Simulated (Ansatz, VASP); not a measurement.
# Two plane-wave programs on W

```xyz
1
Lattice="-1.5675 1.5675 1.5675 1.5675 -1.5675 1.5675 1.5675 1.5675 -1.5675" Properties=species:S:1:pos:R:3 pbc="T T T"
W     0.0000    0.0000    0.0000
```

Alike in both runs: task relaxation of cell and atoms; functional LDA; k mesh 18 × 18 × 18; occupations fermi-dirac, width 0.15 eV; no spin polarisation.

|  | VASP | Ansatz |
| --- | --- | --- |
| version | VASP 6.6.1 | Ansatz 0.2.0 |
| potentials or method | VASP PAW LDA potentials, release 64 (W_sv), cutoff 600 eV | scalar-relativistic, plane waves, PAW |
| valence electrons in the cell | 14 | 14 |

|  | VASP | Ansatz | Ansatz less VASP |
| --- | --- | --- | --- |
| gap on the k mesh at the Fermi level, each at its own relaxed structure (eV) | none | none | - |
| relaxed volume (Å³/atom) | 15.51 | 15.42 | -0.089 |
| relaxed cell length with the largest relative difference (Å) | 2.721 | 2.716 | -0.0052 |

Ansatz warns that its potentials were made for another functional, while VASP's fit it. LDA's correlation is that of Perdew and Zunger in VASP and of Perdew and Wang (1992) in Ansatz. A gap of «none» marks a metal or a gap that the smearing closes.

Neither program's run includes spin-orbit coupling.
